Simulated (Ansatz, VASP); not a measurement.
## CoO in VASP and in Ansatz

```
Co O
1.0
     0.00000    2.13150    2.13150
     2.13150    0.00000    2.13150
     2.13150    2.13150    0.00000
Co O
1 1
Cartesian
  0.0000 0.0000 0.0000
  2.1315 2.1315 2.1315
```

Alike in both runs: task single point; functional PBE; k mesh 8 × 8 × 8; occupations gaussian, width 0.05 eV; collinear spin; Hubbard terms Co d U = 8.0 eV.

|  | VASP | Ansatz |
| --- | --- | --- |
| version | VASP 6.6.1 | Ansatz 0.2.0 |
| potentials or method | VASP PAW PBE potentials, release 64 (Co_sv, O), cutoff 600 eV | scalar-relativistic, plane waves, PAW |
| valence electrons in the cell | 23 | 23 |

```tsv
	VASP	Ansatz	Ansatz less VASP
pressure (GPa)	-0.9	28.7	+29.65
traceless stress, the component that is largest in VASP (GPa)	0.00	13.94	+13.937
net moment per atom (μB)	1.50	1.50	0.000
size of the moment on the site where the two differ most (μB)	2.80	2.67	-0.123
```

Site moments also hang on the region over which each program counts them. The programs project onto different local orbitals, so the same U acts differently, and such runs can settle in different states. Ansatz's warnings: specified occupation not kept, symmetry narrowed by occupation matrices.
